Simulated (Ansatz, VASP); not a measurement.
# One calculation of LiCl, two programs

```
Li Cl
1.0
     6.44312    0.00000    0.00000
     0.00000   10.63029    0.00000
     0.00000    0.00000    3.65920
Li Cl
6 6
Direct
  0.58522 0.64308 0.50000
  0.41478 0.35692 0.50000
  0.00000 0.50000 0.00000
  0.08522 0.85692 0.50000
  0.91478 0.14308 0.50000
  0.50000 0.00000 0.00000
  0.05170 0.34481 0.50000
  0.94830 0.65519 0.50000
  0.50000 0.50000 0.00000
  0.55170 0.15519 0.50000
  0.44830 0.84481 0.50000
  0.00000 0.00000 0.00000
```

Alike in both runs: functional PBE; k mesh 4 × 2 × 6; occupations gaussian, width 0.02 eV; no spin polarisation.

Ansatz relaxed the structure, and its values are those at the end. VASP's run is a single point on that final structure, the one shown.

```csv
,VASP,Ansatz
version,VASP 6.6.1,Ansatz 0.2.0
potentials or method,"VASP PAW PBE potentials, release 64 (Li_sv, Cl), cutoff 520 eV","scalar-relativistic, plane waves, PAW"
valence electrons in the cell,60,60
```

|  | VASP | Ansatz | Ansatz less VASP |
| --- | --- | --- | --- |
| gap on the k mesh at the Fermi level (eV) | 5.48 | 5.48 | -0.008 |
| least direct gap on the mesh (eV) | 5.48 | 5.48 | -0.008 |

Noted on VASP's run: the cutoff is under 1.25 times that of the potentials, so the pressure is a little rough.
